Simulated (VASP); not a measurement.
# Ir (Im-3m) in VASP: further runs, part 2 of 3

VASP 6.6.1. Earlier steps stand in the parts before.

### Step 3. Single point, PBE

The input, INCAR:

```
  PREC = Accurate
  ENCUT = 520
  EDIFF = 1E-7
  ISMEAR = -1
  SIGMA = 0.1
  LREAL = False
  LASPH = True
  NELM = 80
  ALGO = Normal
  ISIF = 2
  LWAVE = False
  LCHARG = False
  GGA = PE
  NBANDS = 10
```

The input, KPOINTS:

```
regular mesh
0
Gamma
  19 19 19
```

The input, POSCAR:

```
Ir
1.0
    1.5558163964      1.5558163964      1.5558163964
   -1.5558163964      1.5558163964      1.5558163964
   -1.5558163964     -1.5558163964      1.5558163964
Ir
1
Direct
    0.0000000000      0.0000000000      0.0000000000
```

Potentials or basis: VASP PAW PBE potentials, release 64 (Ir).

On the command line:

```console
cat potpaw_PBE.64/Ir/POTCAR > POTCAR
mpirun -np 1 vasp_std > vasp.out
```

OUTCAR:

```text
PREC = Accurate
   ENCUT = 520
   EDIFF = 1E-7
   ISMEAR = -1
   LREAL = False
   LASPH = True
   NELM = 80
   ISIF = 2
   GGA = PE

 ion  position               nearest neighbor table
   1  0.000  0.000  0.000-

  LATTYP: Found a body centered cubic cell.
 ALAT       =     3.1116327928

  Lattice vectors:

 A1 = (   1.5558163964,  -1.5558163964,  -1.5558163964)
 A2 = (   1.5558163964,   1.5558163964,   1.5558163964)
 A3 = (  -1.5558163964,  -1.5558163964,   1.5558163964)

Analysis of symmetry for initial positions (statically):
=====================================================================
 Subroutine PRICEL returns:
 Original cell was already a primitive cell.

 Routine SETGRP: Setting up the symmetry group for a
 body centered cubic supercell.

 Subroutine GETGRP returns: Found 48 space group operations
 (whereof 48 operations were pure point group operations)
 out of a pool of 48 trial point group operations.

The static configuration has the point symmetry O_h .

Analysis of symmetry for dynamics (positions and initial velocities):
=====================================================================
 Subroutine PRICEL returns:
 Original cell was already a primitive cell.

 Routine SETGRP: Setting up the symmetry group for a
 body centered cubic supercell.

 Subroutine GETGRP returns: Found 48 space group operations
 (whereof 48 operations were pure point group operations)
 out of a pool of 48 trial point group operations.

The dynamic configuration has the point symmetry O_h .

 Subroutine INISYM returns: Found 48 space group operations
 (whereof 48 operations are pure point group operations),
 and found     1 'primitive' translations

----------------------------------------------------------------------------------------

                                     Primitive cell

  volume of cell :      15.0638

  direct lattice vectors                    reciprocal lattice vectors
     1.555816396  1.555816396  1.555816396     0.321374682  0.000000000  0.321374682
    -1.555816396  1.555816396  1.555816396    -0.321374682  0.321374682  0.000000000
    -1.555816396 -1.555816396  1.555816396     0.000000000 -0.321374682  0.321374682

  length of vectors
     2.694753046  2.694753046  2.694753046     0.454492434  0.454492434  0.454492434

  position of ions in fractional coordinates (direct lattice)
     0.000000000  0.000000000  0.000000000

  ion indices of the primitive-cell ions
   primitive index   ion index
                 1           1

----------------------------------------------------------------------------------------

 KPOINTS: regular mesh

Automatic generation of k-mesh.
 Grid dimensions read from file:
 generate k-points for:   19   19   19

 Generating k-lattice:

  Cartesian coordinates                     Fractional coordinates (reciprocal lattice)
     0.016914457  0.000000000  0.016914457     0.052631579  0.000000000  0.000000000
    -0.016914457  0.016914457  0.000000000     0.000000000  0.052631579  0.000000000
     0.000000000 -0.016914457  0.016914457     0.000000000  0.000000000  0.052631579

  Length of vectors
     0.023920654  0.023920654  0.023920654

  Shift w.r.t. Gamma in fractional coordinates (k-lattice)
     0.000000000  0.000000000  0.000000000

 Subroutine IBZKPT returns following result:
 ===========================================

 Found    220 irreducible k-points:

 Following reciprocal coordinates:
            Coordinates               Weight
  0.000000  0.000000  0.000000      1.000000
  0.052632  0.000000  0.000000     12.000000
  0.105263  0.000000  0.000000     12.000000
  0.157895  0.000000  0.000000     12.000000
  0.210526  0.000000  0.000000     12.000000
  0.263158  0.000000  0.000000     12.000000
[... 16 lines left out ...]
  0.368421  0.105263  0.000000     48.000000
  0.421053  0.105263  0.000000     48.000000
 [... further k-points ...]
   k-points           NKPTS =    220   k-points in BZ     NKDIM =    220   number of bands    NBANDS=     10
   number of dos      NEDOS =    301   number of ions     NIONS =      1
   total plane-waves  NPLWV =   8000
   dimension x,y,z NGX =    20 NGY =   20 NGZ =   20
   dimension x,y,z NGXF=    40 NGYF=   40 NGZF=   40
   ions per type =               1
   NGX,Y,Z   is equivalent  to a cutoff of  12.34, 12.34, 12.34 a.u.
   NGXF,Y,Z  is equivalent  to a cutoff of  24.68, 24.68, 24.68 a.u.
 SYSTEM =  unknown system
   PREC   = accura    normal or accurate (medium, high low for compatibility)
   ISTART =      0    job   : 0-new  1-cont  2-samecut
   ICHARG =      2    charge: 1-file 2-atom 10-const
   ISPIN  =      1    spin polarized calculation?
   LNONCOLLINEAR =      F non collinear calculations
   LSORBIT =      F    spin-orbit coupling
   LASPH  =      T    aspherical Exc in radial PAW
   ENCUT  =  520.0 eV  38.22 Ry    6.18 a.u.   5.01  5.01  5.01*2*pi/ulx,y,z
   NELM   =     80;   NELMIN=  2; NELMDL= -5     # of ELM steps
   EDIFF  = 0.1E-06   stopping-criterion for ELM
   LREAL  =      F    real-space projection
   EDIFFG = 0.1E-05   stopping-criterion for IOM
   NSW    =      0    number of steps for IOM
   IBRION =     -1    ionic relax: 0-MD 1-quasi-New 2-CG
   NFREE  =      0    steps in history (QN), initial steepest desc. (CG)
   ISIF   =      2    stress and relaxation
   ISYM   =      2    0-nonsym 1-usesym 2-fastsym
   POTIM  = 0.5000    time-step for ionic-motion
   TEBEG  =    0.0;   TEEND  =   0.0 temperature during run
   PSTRESS=    0.0 pullay stress
   NELECT =       9.0000    total number of electrons
   NUPDOWN=      -1.0000    fix difference up-down
   EMIN   =  10.00;   EMAX   =-10.00  energy-range for DOS
   EFERMI =   0.00;   METHOD = LEGACY
   ISMEAR =    -1;   SIGMA  =   0.10  broadening in eV -4-tet -1-fermi 0-gaus
   EFERMI_NEDOS =   21; number of points for ismear=-14 and -15
   IALGO  =     38    algorithm
   IMIX   =      4    mixing-type and parameters
     AMIX     =   0.40;   BMIX     =  1.00
     AMIX_MAG =   1.60;   BMIX_MAG =  1.00
  volume/ion in A,a.u.               =      15.06       101.66
  Fermi-wavevector in a.u.,A,eV,Ry     =   1.378830  2.605610 25.867010  1.901172
  Thomas-Fermi vector in A             =   2.503855
   LORBIT       =      0    0 simple, 1 ext, 2 COOP (PROOUT), +10 PAW based schemes
   GGA     = PE    functional components
   LHFCALC =     F    Hartree Fock is set to
   AEXX    =    0.0000 exact exchange contribution
   IVDW    =     0    specifies the selected vdW correction
   LEPSILON=     F    determine dielectric tensor
   LRPA    =     F    only Hartree local field effects (RPA)
 non-spin polarized calculation
  energy-cutoff  :      520.00
  volume of cell :       15.06
 maximum number of plane-waves:       420
   NGX =  9   NGY =  9   NGZ =  9

 number of electron       9.0000002 magnetization

 Free energy of the ion-electron system (eV)
  ---------------------------------------------------
  ext. energy  EPLUGINS =         0.00000000
  ---------------------------------------------------
  free energy    TOTEN  =        -8.25678231 eV

  energy without entropy =       -8.18110179  energy(sigma->0) =       -8.21894205

 E-fermi :   9.1206     XC(G=0): -13.5983

 val. band max:        9.1139385597   @ k =   0.2105  -0.4211   0.1053
 cond. band min:       9.1208002913   @ k =   0.2105  -0.4737   0.0526
 fundamental gap:      0.0068617316
 Fermi energy:         9.1206235275

 k-point     1 :       0.0000    0.0000    0.0000
  band No.  band energies     occupation
      1      -1.0948      2.00000
      2       5.7340      2.00000
      3       5.7340      2.00000
      4       5.7340      2.00000
      5       8.6264      1.98582
      6       8.6264      1.98582
      7      26.0610      0.00000
      8      26.0610      0.00000
      9      26.0610      0.00000
     10      36.5305      0.00000

 k-point     2 :       0.0526    0.0000    0.0000
  band No.  band energies     occupation
      1      -0.9723      2.00000
      2       5.6784      2.00000
      3       5.7312      2.00000
      4       5.8406      2.00000
      5       8.5495      1.99340
      6       8.6301      1.98530
      7      26.1321      0.00000
      8      26.2159      0.00000
      9      26.2508      0.00000
     10      35.1385      0.00000
[... 274 lines left out ...]
 k-point    24 :       0.4211    0.1053    0.0000
  band No.  band energies     occupation
      1       2.3402      2.00000
      2       4.3225      2.00000
      3       6.2594      2.00000
      4       8.2965      1.99947
      5       9.1131      1.03764
      6      10.7417      0.00000
      7      19.7169      0.00000
      8      23.3745      0.00000
      9      26.4910      0.00000
     10      31.9628      0.00000

 [... further k-points ...]
[... 5 lines left out ...]
  --------------------------------------------------------------------------------------
  -------------------------------------------------------------------------------------
  Total        0.0434935      0.0434935      0.0434935     -0.0000000     -0.0000000     -0.0000000
  in kB        4.6259420      4.6259420      4.6259420     -0.0000000     -0.0000000     -0.0000000
  external PRESSURE =       4.6259420 kB  Pullay stress =       0.0000000 kB

 VOLUME and BASIS-vectors are now :
 -----------------------------------------------------------------------------
  energy-cutoff  :      520.00
  volume of cell :       15.06
      direct lattice vectors                 reciprocal lattice vectors
     1.555816396  1.555816396  1.555816396     0.321374682  0.000000000  0.321374682
    -1.555816396  1.555816396  1.555816396    -0.321374682  0.321374682  0.000000000
    -1.555816396 -1.555816396  1.555816396     0.000000000 -0.321374682  0.321374682

 POSITION                                       TOTAL-FORCE (eV/Angst)
 -----------------------------------------------------------------------------------
      0.00000      0.00000      0.00000        -0.000000      0.000000     -0.000000
 -----------------------------------------------------------------------------------
    total drift:                                0.000000      0.000000      0.000000

  FREE ENERGIE OF THE ION-ELECTRON SYSTEM (eV)
  ---------------------------------------------------
  free  energy   TOTEN  =        -8.2567823136 eV

  energy  without entropy=       -8.1811017942  energy(sigma->0) =       -8.21894205
```

It took 10 s on 1 thread of Intel Xeon 6975P-C (Granite Rapids), shared host; peak memory 0.15 GiB.

Results:

* Free energy: -8.2568 eV
* Pressure: 0.5 GPa

Levels at points of the mesh, in eV from the Fermi level:
| k point | band 1 | band 2 | band 3 | band 4 | band 5 | band 6 | band 7 | band 8 | band 9 |
| --- | --- | --- | --- | --- | --- | --- | --- | --- | --- |
| (0.00, 0.00, 0.00) | -10.22 | -3.39 | -3.39 | -3.39 | -0.49 | -0.49 | 16.94 | 16.94 | 16.94 |

Caveat: spin-orbit coupling is left out, which moves the levels of the heavy elements.

### Step 4. Relaxation of cell and atoms, PBE

The input, INCAR:

```
  PREC = Accurate
  ENCUT = 600
  EDIFF = 1E-6
  ISMEAR = -1
  SIGMA = 0.1
  LREAL = False
  LASPH = True
  NELM = 80
  ALGO = Normal
  ISIF = 3
  LWAVE = False
  LCHARG = False
  GGA = PE
  IBRION = 2
  NSW = 60
  EDIFFG = -0.03
```

The input, KPOINTS:

```
regular mesh
0
Gamma
  18 18 18
```

POSCAR is that of step 3.

On the command line:

```console
cat potpaw_PBE.64/Ir/POTCAR > POTCAR
mpirun -np 1 vasp_std > vasp.out
```

Wall time 18 s (1 thread of Intel Xeon 6975P-C (Granite Rapids), shared host); peak memory 0.17 GiB.

It converged, with:

```yaml
Free_energy: -8.2529 eV
Relaxed_volume: 15.10 Å³/atom
Relaxed_cell: a = 2.697 Å, b = 2.697 Å, c = 2.697 Å, α = 70.53°, β = 109.47°, γ = 70.53°
Space_group_after_relaxing_to_0.05_Å: Im-3m (No. 229)
Energy_gained_by_relaxing: 0.1 meV/atom
Ionic_steps: 3
Pressure_after_relaxing: 0.0 GPa
```

Final structure:
```cif
data_structure
_symmetry_space_group_name_H-M 'P 1'
_symmetry_Int_Tables_number 1
_cell_length_a 2.6968
_cell_length_b 2.6968
_cell_length_c 2.6968
_cell_angle_alpha 70.529
_cell_angle_beta 109.471
_cell_angle_gamma 70.529
_cell_volume 15.10
loop_
_atom_site_label
_atom_site_type_symbol
_atom_site_fract_x
_atom_site_fract_y
_atom_site_fract_z
_atom_site_occupancy
Ir1 Ir 0.00000 0.00000 0.00000 1
```

Levels at points of the mesh, in eV from the Fermi level:
```tsv
k point	band 1	band 2	band 3	band 4	band 5	band 6	band 7	band 8
(0.00, 0.00, 0.00)	-10.20	-3.39	-3.39	-3.39	-0.50	-0.50	16.93	16.93
(0.50, 0.00, 0.00)	-7.10	-5.11	-0.67	-0.04	0.01	2.11	7.58	13.04
(0.50, 0.50, 0.50)	-6.62	-6.62	1.45	1.45	1.45	7.79	7.79	7.79
```

Caveat: spin-orbit coupling is left out, which moves the levels of the heavy elements.

(Part 2 of 3 ends here.)
